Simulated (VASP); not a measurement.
Write the native input for VASP 6.6.1 that does the following.

```yaml
Task: single point
Functional: PBEsol
Potentials_or_basis: VASP PAW PBE potentials, release 64 (Sb)
Cutoff: 520 eV
k_mesh: 13 × 13 × 7
Occupations: fermi-dirac, width 0.1 eV
Spin: no spin polarisation
Dipole_correction: no
Further_INCAR_settings: ALGO = Normal; EDIFF = 1e-07; NBANDS = 12
```

The structure of Sb lies in POSCAR:

```
Sb
1.0
    3.2752082023      0.0000000000      0.0000000000
   -1.6376041011      2.8364135058      0.0000000000
    0.0000000000      0.0000000000      5.0620974677
Sb
2
Direct
    0.3333333333      0.6666666667      0.2500000000
    0.6666666667      0.3333333333      0.7500000000
```

This cell differs from its parent crystal: volume scaled by 0.9.

One way to write it, as run:

INCAR

```
SYSTEM = Sb
  ALGO = Normal
  EDIFF = 1E-7
  ENCUT = 520
  GGA = PS
  ISIF = 2
  ISMEAR = -1
  LASPH = .True.
  LCHARG = .True.
  LELF = .True.
  LREAL = .False.
  LVHAR = .True.
  LWAVE = .False.
  NBANDS = 12
  NELM = 60
  PREC = Accurate
  SIGMA = 0.1
```

KPOINTS

```
k-points
0
Gamma
  13 13 7
  0 0 0
```

Potentials or basis: VASP PAW PBE potentials, release 64 (Sb).

The run is started by

```bash
$ cat potpaw_PBE.64/Sb/POTCAR > POTCAR
$ mpirun -np 1 vasp_std > vasp.out
```

Results of the run:

| Quantity | Value |
| --- | --- |
| Pressure | 9.1 GPa |
| Band gap on the k mesh | zero (band 5 reaches 14.62 eV, above the bottom of band 6 at 7.12 eV) |

Caveat: the PAW data sets were made with another functional, which shifts forces and pressure a little; spin-orbit coupling is left out, which moves the levels of the heavy elements.

It took 51 s on 1 thread of Intel Xeon 6975P-C (shared host), peak memory 0.18 GiB.
